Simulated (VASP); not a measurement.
Write the native input for VASP 6.6.1 that does the following.

* Task: single point
* Functional: LDA
* Potentials or basis: VASP PAW LDA potentials, release 64 (S)
* Cutoff: 520 eV
* k mesh: 16 × 16 × 16
* Occupations: fermi-dirac, width 0.08 eV
* Spin: no spin polarisation
* Dipole correction: no
* Further INCAR settings: ALGO = Normal; EDIFF = 1e-07; NBANDS = 9

The structure of S lies in POSCAR:

```
S
1.0
    0.0000000000      1.5443299915      1.5443299915
    1.5443299915      0.0000000000      1.5443299915
    1.5443299915      1.5443299915      0.0000000000
S
1
Direct
    0.0000000000      0.0000000000      0.0000000000
```

This cell differs from its parent crystal: volume scaled by 0.5.

One way to write it, as run:

INCAR

```
ALGO     = Normal         # electronic algorithm
EDIFF    = 1E-7           # SCF threshold, eV
ENCUT    = 520            # plane-wave cutoff, eV
GGA      = CA             # functional
ISIF     = 2              # what is computed and relaxed
ISMEAR   = -1             # smearing method
LASPH    = T              # aspherical terms in the spheres
LCHARG   = T              # write CHGCAR
LELF     = T              # ELF
LREAL    = F              # projectors in reciprocal space
LVHAR    = T            
LWAVE    = F              # write WAVECAR
NBANDS   = 9              # bands
NELM     = 60             # most SCF steps
PREC     = Accurate       # precision mode
SIGMA    = 0.08           # smearing width, eV
```

KPOINTS

```
k-points
0
Gamma
  16 16 16
```

Potentials or basis: VASP PAW LDA potentials, release 64 (S).

Launch:

```sh
$ cat potpaw_LDA.64/S/POTCAR > POTCAR
$ mpirun -np 1 vasp_std > vasp.out
```

It gave:

* Pressure: 259.9 GPa
* Band gap on the k mesh: zero (band 3 reaches 32.61 eV, above the bottom of band 4 at 14.38 eV)

It took 2.4 s on 1 thread of Intel Xeon 6975P-C, on a shared host, peak memory 0.11 GiB.
